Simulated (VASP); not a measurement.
# BN (P6_3/mmc) in VASP: a series of runs

BN is run at these levels: PBEsol; tasks: single point.

Program: VASP 6.6.1. These are calculated values, not measurements. Logs are shortened: lines on timing, memory, paths and dates and some standing lists are left out, and cuts for length are marked.

### 1 The cell of the first run

Symmetry: P6_3/mmc, No. 194, hexagonal system. Conventional cell: a = 2.424 Å, b = 2.424 Å, c = 7.322 Å, α = 90.00°, β = 90.00°, γ = 120.00°. Within 1.9 Å of B (site symmetry -6m2) lie 3 N at 1.40 Å. Within 1.9 Å of N (site symmetry -6m2) lie 3 B at 1.40 Å.

### 2 Single point, PBEsol (volume 9.318 Å^3 an atom, c/a of the conventional cell 3.0202)

Contents of INCAR:

```
SYSTEM = BN
PREC = Accurate ; ENCUT = 520
EDIFF = 1E-7 ; ISMEAR = 0
SIGMA = 0.05 ; LREAL = .FALSE.
LASPH = .TRUE. ; NELM = 80
ALGO = Normal ; ISIF = 2
LWAVE = .FALSE. ; LCHARG = .TRUE.
GGA = PS ; LELF = .TRUE.
LVHAR = .TRUE. ; NBANDS = 16
```

Contents of KPOINTS:

```
Automatic mesh
0
G
  12 12 4
  0 0 0
```

Contents of POSCAR:

```
BN
1.0
    2.4244065807      0.0000000000      0.0000000000
   -1.2122032904      2.0995976880      0.0000000000
    0.0000000000      0.0000000000      7.3221927551
B N
2 2
Direct
    0.3333333333      0.6666666667      0.2500000000
    0.6666666667      0.3333333333      0.7500000000
    0.3333333333      0.6666666667      0.7500000000
    0.6666666667      0.3333333333      0.2500000000
```

Potentials or basis: VASP PAW PBE potentials, release 64 (B, N).

Started as:

```console
> cat potpaw_PBE.64/B/POTCAR potpaw_PBE.64/N/POTCAR > POTCAR
> mpirun -np 1 vasp_std > vasp.out
```

OUTCAR:

```text
SYSTEM = BN
   PREC = Accurate
   ENCUT = 520
   EDIFF = 1E-7
   ISMEAR = 0
   LREAL = .FALSE.
   LASPH = .TRUE.
   NELM = 80
   ISIF = 2
   GGA = PS

 ion  position               nearest neighbor table
   1  0.333  0.667  0.250-   4 1.40   4 1.40   4 1.40
   2  0.667  0.333  0.750-   3 1.40   3 1.40   3 1.40
   3  0.333  0.667  0.750-   2 1.40   2 1.40   2 1.40
   4  0.667  0.333  0.250-   1 1.40   1 1.40   1 1.40

  LATTYP: Found a hexagonal cell.
 ALAT       =     2.4244065807
 C/A-ratio  =     3.0202000000

  Lattice vectors:

 A1 = (   2.4244065807,   0.0000000000,   0.0000000000)
 A2 = (  -1.2122032904,   2.0995976880,   0.0000000000)
 A3 = (   0.0000000000,   0.0000000000,   7.3221927551)

Analysis of symmetry for initial positions (statically):
=====================================================================
 Subroutine PRICEL returns:
 Original cell was already a primitive cell.

 Routine SETGRP: Setting up the symmetry group for a
 hexagonal supercell.

 Subroutine GETGRP returns: Found 24 space group operations
 (whereof 12 operations were pure point group operations)
 out of a pool of 24 trial point group operations.

The static configuration has the point symmetry D_3d.
 The point group associated with its full space group is D_6h.

Analysis of symmetry for dynamics (positions and initial velocities):
=====================================================================
 Subroutine PRICEL returns:
 Original cell was already a primitive cell.

 Routine SETGRP: Setting up the symmetry group for a
 hexagonal supercell.

 Subroutine GETGRP returns: Found 24 space group operations
 (whereof 12 operations were pure point group operations)
 out of a pool of 24 trial point group operations.

The dynamic configuration has the point symmetry D_3d.
 The point group associated with its full space group is D_6h.

 Subroutine INISYM returns: Found 24 space group operations
 (whereof 12 operations are pure point group operations),
 and found     1 'primitive' translations

----------------------------------------------------------------------------------------

                                     Primitive cell

  volume of cell :      37.2720

  direct lattice vectors                    reciprocal lattice vectors
     2.424406581  0.000000000  0.000000000     0.412472070  0.238140860  0.000000000
    -1.212203290  2.099597688  0.000000000     0.000000000  0.476281721  0.000000000
     0.000000000  0.000000000  7.322192755     0.000000000  0.000000000  0.136571111

  length of vectors
     2.424406581  2.424406581  7.322192755     0.476281721  0.476281721  0.136571111

  position of ions in fractional coordinates (direct lattice)
     0.333333333  0.666666667  0.250000000
     0.666666667  0.333333333  0.750000000
     0.333333333  0.666666667  0.750000000
     0.666666667  0.333333333  0.250000000

  ion indices of the primitive-cell ions
   primitive index   ion index
                 1           1
                 2           2
                 3           3
                 4           4

----------------------------------------------------------------------------------------

 KPOINTS: Automatic mesh

Automatic generation of k-mesh.
 Grid dimensions read from file:
 generate k-points for:   12   12    4

 Generating k-lattice:

  Cartesian coordinates                     Fractional coordinates (reciprocal lattice)
     0.034372672  0.019845072  0.000000000     0.083333333 -0.000000000  0.000000000
     0.000000000  0.039690143  0.000000000     0.000000000  0.083333333  0.000000000
     0.000000000  0.000000000  0.034142778     0.000000000  0.000000000  0.250000000

  Length of vectors
     0.039690143  0.039690143  0.034142778

  Shift w.r.t. Gamma in fractional coordinates (k-lattice)
     0.000000000  0.000000000  0.000000000

 Subroutine IBZKPT returns following result:
 ===========================================

 Found     57 irreducible k-points:

 Following reciprocal coordinates:
            Coordinates               Weight
  0.000000  0.000000  0.000000      1.000000
  0.083333  0.000000  0.000000      6.000000
  0.166667 -0.000000  0.000000      6.000000
  0.250000 -0.000000  0.000000      6.000000
  0.333333 -0.000000  0.000000      6.000000
  0.416667 -0.000000  0.000000      6.000000
[... 16 lines left out ...]
  0.250000 -0.000000  0.250000     12.000000
  0.333333 -0.000000  0.250000     12.000000
 [... further k-points ...]
   k-points           NKPTS =     57   k-points in BZ     NKDIM =     57   number of bands    NBANDS=     16
   number of dos      NEDOS =    301   number of ions     NIONS =      4
   total plane-waves  NPLWV =  17496
   dimension x,y,z NGX =    18 NGY =   18 NGZ =   54
   dimension x,y,z NGXF=    36 NGYF=   36 NGZF=  108
   ions per type =               2   2
   NGX,Y,Z   is equivalent  to a cutoff of  12.34, 12.34, 12.26 a.u.
   NGXF,Y,Z  is equivalent  to a cutoff of  24.69, 24.69, 24.52 a.u.
 SYSTEM =  BN
   PREC   = accura    normal or accurate (medium, high low for compatibility)
   ISTART =      0    job   : 0-new  1-cont  2-samecut
   ICHARG =      2    charge: 1-file 2-atom 10-const
   ISPIN  =      1    spin polarized calculation?
   LNONCOLLINEAR =      F non collinear calculations
   LSORBIT =      F    spin-orbit coupling
   LASPH  =      T    aspherical Exc in radial PAW
   ENCUT  =  520.0 eV  38.22 Ry    6.18 a.u.   4.51  4.51 13.61*2*pi/ulx,y,z
   NELM   =     80;   NELMIN=  2; NELMDL= -5     # of ELM steps
   EDIFF  = 0.1E-06   stopping-criterion for ELM
   LREAL  =      F    real-space projection
   EDIFFG = 0.1E-05   stopping-criterion for IOM
   NSW    =      0    number of steps for IOM
   IBRION =     -1    ionic relax: 0-MD 1-quasi-New 2-CG
   NFREE  =      0    steps in history (QN), initial steepest desc. (CG)
   ISIF   =      2    stress and relaxation
   ISYM   =      2    0-nonsym 1-usesym 2-fastsym
   POTIM  = 0.5000    time-step for ionic-motion
   TEBEG  =    0.0;   TEEND  =   0.0 temperature during run
   PSTRESS=    0.0 pullay stress
   NELECT =      16.0000    total number of electrons
   NUPDOWN=      -1.0000    fix difference up-down
   EMIN   =  10.00;   EMAX   =-10.00  energy-range for DOS
   EFERMI =   0.00;   METHOD = LEGACY
   ISMEAR =     0;   SIGMA  =   0.05  broadening in eV -4-tet -1-fermi 0-gaus
   EFERMI_NEDOS =   21; number of points for ismear=-14 and -15
   IALGO  =     38    algorithm
   IMIX   =      4    mixing-type and parameters
     AMIX     =   0.40;   BMIX     =  1.00
     AMIX_MAG =   1.60;   BMIX_MAG =  1.00
  volume/ion in A,a.u.               =       9.32        62.88
  Fermi-wavevector in a.u.,A,eV,Ry     =   1.234963  2.333742 20.750701  1.525133
  Thomas-Fermi vector in A             =   2.369632
   LORBIT       =      0    0 simple, 1 ext, 2 COOP (PROOUT), +10 PAW based schemes
   GGA     = PS    functional components
   LHFCALC =     F    Hartree Fock is set to
   AEXX    =    0.0000 exact exchange contribution
   IVDW    =     0    specifies the selected vdW correction
   LEPSILON=     F    determine dielectric tensor
   LRPA    =     F    only Hartree local field effects (RPA)
 non-spin polarized calculation
 Gauss-broadening in eV      SIGMA  =   0.05
  energy-cutoff  :      520.00
  volume of cell :       37.27
 maximum number of plane-waves:      1041
 NGX is ok and might be reduce to    18
   NGX =  9   NGY =  9   NGZ = 27

 number of electron      16.0000005 magnetization

 Free energy of the ion-electron system (eV)
  ---------------------------------------------------
  ext. energy  EPLUGINS =         0.00000000
  ---------------------------------------------------
  free energy    TOTEN  =       -36.29043267 eV

  energy without entropy =      -36.29043267  energy(sigma->0) =      -36.29043267

 E-fermi :   2.0824     XC(G=0):  -9.8157

 val. band max:        1.8501541670   @ k =   0.3333   0.3333   0.5000
 cond. band min:       6.3425692726   @ k =   0.5000  -0.0000   0.0000
 fundamental gap:      4.4924151056
 Fermi energy:         2.0823991849

 k-point     1 :       0.0000    0.0000    0.0000
  band No.  band energies     occupation
      1     -16.4269      2.00000
      2     -16.2944      2.00000
      3      -4.5680      2.00000
      4      -3.3078      2.00000
      5       0.6642      2.00000
      6       0.6642      2.00000
[... 8 lines left out ...]
     15      14.5252      0.00000
     16      15.7847      0.00000

 k-point     2 :       0.0833    0.0000    0.0000
  band No.  band energies     occupation
      1     -16.2819      2.00000
      2     -16.1517      2.00000
      3      -4.3673      2.00000
      4      -3.1193      2.00000
      5       0.0814      2.00000
      6       0.0864      2.00000
[... 8 lines left out ...]
     15      14.9440      0.00000
     16      15.2764      0.00000

 k-point     3 :       0.1667   -0.0000    0.0000
  band No.  band energies     occupation
      1     -15.8541      2.00000
      2     -15.7310      2.00000
      3      -3.7725      2.00000
      4      -2.5632      2.00000
      5      -1.4071      2.00000
      6      -1.4008      2.00000
[... 8 lines left out ...]
     15      16.5398      0.00000
     16      16.6355      0.00000

 k-point     4 :       0.2500   -0.0000    0.0000
  band No.  band energies     occupation
      1     -15.1690      2.00000
      2     -15.0580      2.00000
      3      -3.3125      2.00000
      4      -3.2979      2.00000
      5      -2.8101      2.00000
      6      -1.6740      2.00000
[... 8 lines left out ...]
     15      17.2183      0.00000
     16      19.1415      0.00000
[... 324 lines left out ...]
 k-point    22 :       0.1667   -0.0000    0.2500
  band No.  band energies     occupation
      1     -15.8365      2.00000
      2     -15.7494      2.00000
      3      -3.6189      2.00000
      4      -2.7707      2.00000
      5      -1.4038      2.00000
      6      -1.3985      2.00000
[... 8 lines left out ...]
     15      16.6424      0.00000
     16      16.6766      0.00000

 k-point    23 :       0.2500   -0.0000    0.2500
  band No.  band energies     occupation
      1     -15.1530      2.00000
      2     -15.0746      2.00000
      3      -3.3155      2.00000
      4      -3.3029      2.00000
      5      -2.6572      2.00000
      6      -1.8608      2.00000
[... 8 lines left out ...]
     15      18.5301      0.00000
     16      19.1471      0.00000

 k-point    24 :       0.3333   -0.0000    0.2500
  band No.  band energies     occupation
      1     -14.2797      2.00000
      2     -14.2144      2.00000
      3      -5.2288      2.00000
      4      -5.2107      2.00000
      5      -1.8174      2.00000
      6      -1.8034      2.00000
[... 8 lines left out ...]
     15      19.0061      0.00000
     16      20.8273      0.00000

 [... further k-points ...]
[... 5 lines left out ...]
  --------------------------------------------------------------------------------------
  -------------------------------------------------------------------------------------
  Total        8.6410329      8.6410329     -0.0871198     -0.0000000      0.0000000      0.0000000
  in kB      371.4441699    371.4441699     -3.7449402     -0.0000000      0.0000000      0.0000000
  external PRESSURE =     246.3811332 kB  Pullay stress =       0.0000000 kB

 VOLUME and BASIS-vectors are now :
 -----------------------------------------------------------------------------
  energy-cutoff  :      520.00
  volume of cell :       37.27
      direct lattice vectors                 reciprocal lattice vectors
     2.424406581  0.000000000  0.000000000     0.412472070  0.238140860  0.000000000
    -1.212203290  2.099597688  0.000000000     0.000000000  0.476281721  0.000000000
     0.000000000  0.000000000  7.322192755     0.000000000  0.000000000  0.136571111

 POSITION                                       TOTAL-FORCE (eV/Angst)
 -----------------------------------------------------------------------------------
     -0.00000      1.39973      1.83055        -0.000000      0.000000      0.000000
      1.21220      0.69987      5.49164        -0.000000     -0.000000      0.000000
     -0.00000      1.39973      5.49164         0.000000     -0.000000      0.000000
      1.21220      0.69987      1.83055         0.000000      0.000000      0.000000
 -----------------------------------------------------------------------------------
    total drift:                                0.000000     -0.000000      0.000000

  FREE ENERGIE OF THE ION-ELECTRON SYSTEM (eV)
  ---------------------------------------------------
  free  energy   TOTEN  =       -36.2904326720 eV

  energy  without entropy=      -36.2904326720  energy(sigma->0) =      -36.29043267
```

Run time: 15 s. Hardware: 1 thread of Intel Xeon 6975P-C (Granite Rapids), shared host; peak memory 0.15 GiB.

Results:

| Property | Result |
| --- | --- |
| Free energy | -36.2904 eV |
| Pressure | 24.6 GPa |
| Band gap on the k mesh | 4.49 eV, indirect (least direct gap 4.85 eV) |

Levels at points of the mesh, in eV from the valence-band top:
| k point | band 5 | band 6 | band 7 | band 8 | band 9 | band 10 | band 11 | band 12 |
| --- | --- | --- | --- | --- | --- | --- | --- | --- |
| (0.00, 0.00, 0.00) | -1.19 | -1.19 | -1.18 | -1.18 | 4.52 | 9.09 | 12.36 | 12.36 |
| (0.50, 0.00, 0.00) | -4.28 | -4.25 | -1.30 | -0.75 | 4.49 | 5.42 | 10.27 | 11.00 |
| (0.00, 0.00, 0.50) | -1.18 | -1.18 | -1.18 | -1.18 | 6.43 | 6.43 | 12.38 | 12.38 |
| (0.50, 0.00, 0.50) | -4.27 | -4.27 | -1.02 | -1.02 | 4.86 | 4.86 | 10.78 | 10.78 |

Caveat: the PAW data sets were made with another functional, which shifts forces and pressure a little; this functional lacks dispersion, which binds the layers, so the pressure and a relaxed spacing across them are unreliable. A k mesh can miss the band edges.

(Continued in part 2 of 3.)
